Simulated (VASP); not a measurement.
TaN, 2 atoms in the cell. Symmetry: Pm-3m, No. 221, cubic system. The conventional cell has a = 2.763 Å, b = 2.763 Å, c = 2.763 Å, α = 90.00°, β = 90.00°, γ = 90.00°. Within 3.2 Å of Ta (site symmetry m-3m) lie 8 N at 2.39 Å and 6 Ta at 2.76 Å. N (site symmetry m-3m) has 8 Ta at 2.39 Å and 6 N at 2.76 Å within 3.2 Å. 

```yaml
Program: VASP 6.6.1
Task: single point
Functional: B3LYP
Potentials_or_basis: VASP PAW PBE potentials, release 64 (Ta_pv, N)
Cutoff: 520 eV
k_mesh: 5 × 5 × 5
Occupations: fermi-dirac, width 0.05 eV
Spin: no spin polarisation
Dipole_correction: no
Grid_for_exact_exchange_PRECFOCK: Normal
Further_INCAR_settings: ALGO = Normal; EDIFF = 1e-06; NBANDS = 15
Share_of_exact_exchange: 0.2
```

Potentials or basis: VASP PAW PBE potentials, release 64 (Ta_pv, N).

The run is started by

```sh
$ cat potpaw_PBE.64/Ta_pv/POTCAR potpaw_PBE.64/N/POTCAR > POTCAR
$ cp INCAR.step1 INCAR
$ mpirun -np 1 vasp_std > vasp.out
$ cp INCAR.step2 INCAR
$ mpirun -np 1 vasp_std > vasp.out
```

Hardware: 1 thread of AMD EPYC 7R43 64-Core Processor (Zen 3) (shared host).

**Question.** How long does it take, and how much memory?

**Answer.** Wall time 27 min on 1 thread of AMD EPYC 7R43 64-Core Processor (Zen 3), with other jobs on the host, peak memory 0.11 GiB. Counts: k points 10.
